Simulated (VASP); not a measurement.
Set up this calculation in VASP 6.6.1, as the native input.

- Task: single point
- Functional: PBEsol
- Potentials or basis: VASP PAW PBE potentials, release 64 (Mo_sv, S)
- Cutoff: 520 eV
- k mesh: 6 × 6 × 1
- Occupations: gaussian, width 0.1 eV
- Spin: collinear spin, ferromagnetic start
- Starting moments: [1.0, 0.0, 0.0] μB
- Dipole correction: no
- Further INCAR settings: ALGO = Normal; EDIFF = 1e-06; NBANDS = 24

The structure of MoS2 lies in POSCAR:

```
MoS2
1.0
    3.1841260822      0.0000000000      0.0000000000
   -1.5920630411      2.7575340760      0.0000000000
    0.0000000000      0.0000000000     17.3345999500
Mo S
1 2
Direct
    0.0000000000      0.0000000000      0.0000000000
    0.3333333300      0.6666666700      0.0894929800
    0.3333333300      0.6666666700      0.9105070200
```

The input as run:

INCAR

```
PREC = Accurate
ENCUT = 520
EDIFF = 1E-6
ISMEAR = 0
SIGMA = 0.1
LREAL = F
LASPH = T
NELM = 150
ALGO = Normal
ISIF = 2
LWAVE = F
LCHARG = F
ISPIN = 2
MAGMOM = 1 0 0
LORBIT = 11
LMAXMIX = 4
GGA = PS
NBANDS = 24
```

KPOINTS

```
regular mesh
0
Gamma
  6 6 1
```

Potentials or basis: VASP PAW PBE potentials, release 64 (Mo_sv, S).

Command:

```console
$ cat potpaw_PBE.64/Mo_sv/POTCAR potpaw_PBE.64/S/POTCAR > POTCAR
$ mpirun -np 1 vasp_std > vasp.out
```

Results of the run:

| Item | Value |
| --- | --- |
| Largest force | 0.141 eV/Å |
| Band gap on the k mesh | 1.59 eV, indirect (least direct gap 1.66 eV) |
| Net moment | 0.00 μB per cell |
| Valence electrons inside the program's atomic spheres | Mo 12.47; S 3.68 |

Caveat: the PAW data sets were made with another functional, which shifts forces and pressure a little.

Wall time 37 s on 1 thread of Intel(R) Xeon(R) 6975P-C (Granite Rapids) (shared host), peak memory 0.33 GiB.
